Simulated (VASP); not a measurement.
The system is SbO4.

```
CELL_PARAMETERS angstrom
-1.96273 1.96273 3.73906
1.96273 -1.96273 3.73906
1.96273 1.96273 -3.73906
ATOMIC_POSITIONS crystal
Sb 0.00000 0.00000 0.00000
O 0.75561 0.75561 0.00000
O 0.50000 0.00000 0.50000
O 0.00000 0.50000 0.50000
O 0.24439 0.24439 0.00000
```

The cell was generated, and may not be a known phase.

- Program: VASP 6.6.1
- Task: relaxation of cell and atoms
- Functional: PBE
- Potentials or basis: VASP PAW PBE potentials, release 64 (Sb, O)
- Cutoff: 600 eV
- k mesh: 6 × 6 × 6
- Occupations: gaussian, width 0.1 eV
- Spin: no spin polarisation

At the start: pressure 21.9 GPa; volume 11.52 Å³/atom.

**Question.** How do energy, volume and symmetry change on relaxing?

**Answer.** Over 19 steps the energy falls by 141.8 meV/atom and the volume is 13.67 Å³/atom (+18.6 %); space group I4/mmm (No. 139, to 0.1 Å) before and after.

Step by step:
```tsv
step	energy change (eV)	largest force (eV/Å)	pressure (GPa)	volume (Å³)
1	0.0000	3.6647	21.91	57.62
2	0.5967	2.2679	-17.02	71.54
3	-0.5535	0.5226	-1.97	62.32
4	-0.5617	0.3176	-0.60	61.89
5	-0.5632	0.1841	0.29	61.63
6	-0.5630	0.2275	0.01	61.72
7	-0.5681	0.2427	0.01	61.88
8	-0.5845	0.2808	0.08	62.39
9	-0.6211	0.3099	0.32	63.37
10	-0.6835	0.1822	1.37	65.25
11	-0.5482	0.4164	5.29	68.70
12	-0.6922	0.0739	2.73	65.85
13	-0.6964	0.0247	2.22	66.22
14	-0.7024	0.1113	0.77	67.33
15	-0.7025	0.1306	0.52	67.51
16	-0.7043	0.1167	0.41	67.63
17	-0.7081	0.0730	0.11	67.99
18	-0.7077	0.0312	-0.38	68.72
19	-0.7092	0.0246	-0.13	68.33
```

Final structure:
```xyz
5
Lattice="-1.9666 1.9666 4.4173 1.9666 -1.9666 4.4173 1.9666 1.9666 -4.4173" Properties=species:S:1:pos:R:3 pbc="T T T"
Sb    0.0000    0.0000    0.0000
O     0.0000    0.0000    6.8528
O     0.0000    1.9666    0.0000
O     1.9666    0.0000    0.0000
O     0.0000    0.0000    1.9817
```

Caveat: the volume moved by over 15 % at a fixed basis, so the end points are rough; an odd number of electrons without spin polarisation forces a metal; a magnetic or distorted state may lie lower.
